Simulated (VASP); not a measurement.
# SnSe2: single point with PBEsol

Crystal: SnSe2.

```xyz
3
Lattice="3.9701 0.0000 0.0000 -1.9851 3.4382 0.0000 0.0000 0.0000 5.7495" Properties=species:S:1:pos:R:3 pbc="T T T"
Sn    0.0000    0.0000    0.0000
Se    1.9851    1.1461    4.2130
Se    0.0000    2.2922    1.5365
```

This cell differs from its parent crystal: biaxial strain in the a-b plane: +4.0 %, then relaxed in part.

```json
{
 "Program": "VASP 6.6.1",
 "Task": "single point",
 "Functional": "PBEsol",
 "Potentials or basis": "VASP PAW PBE potentials, release 64 (Sn_d, Se)",
 "Cutoff": "520 eV",
 "k mesh": "12 × 12 × 6",
 "Occupations": "gaussian, width 0.02 eV",
 "Spin": "no spin polarisation"
}
```

The pressure is -2.3 GPa. The largest force is 0.015 eV/Å. The band gap on the k mesh is zero (band 13 reaches 4.39 eV, above the bottom of band 14 at 4.34 eV).

Forces in eV/Å, atoms in the order of the input:
```
Sn   0.000  0.000  0.000
Se   0.000  0.000 -0.015
Se   0.000  0.000  0.015
```

Stress tensor (GPa, compression positive):
```
-3.43  0.00  0.00
 0.00 -3.43  0.00
 0.00  0.00  0.06
```

Levels at points of the mesh, in eV from the Fermi level:
```
           k point  band 11  band 12  band 13  band 14  band 15  band 16
(0.00, 0.00, 0.00)    -1.16    -1.16    -0.14    -0.05     2.14     3.88
(0.50, 0.00, 0.00)    -3.20    -1.90    -0.67     0.72     3.00     4.41
(0.00, 0.00, 0.50)    -1.47    -0.82    -0.82     1.64     1.97     3.35
(0.50, 0.00, 0.50)    -2.08    -1.47    -1.47     0.55     3.66     4.36
```

It took 2.9 min on 1 thread of Intel(R) Xeon(R) Platinum 8259CL CPU @ 2.50GHz (Skylake/Cascade Lake), with other jobs on the host, peak memory 0.3 GiB.

Caveat: the cell differs from its parent crystal (biaxial strain in the a-b plane: +4.0 %, then relaxed in part); the PAW data sets were made with another functional, which shifts forces and pressure a little; spin-orbit coupling is left out, which moves the levels of the heavy elements.
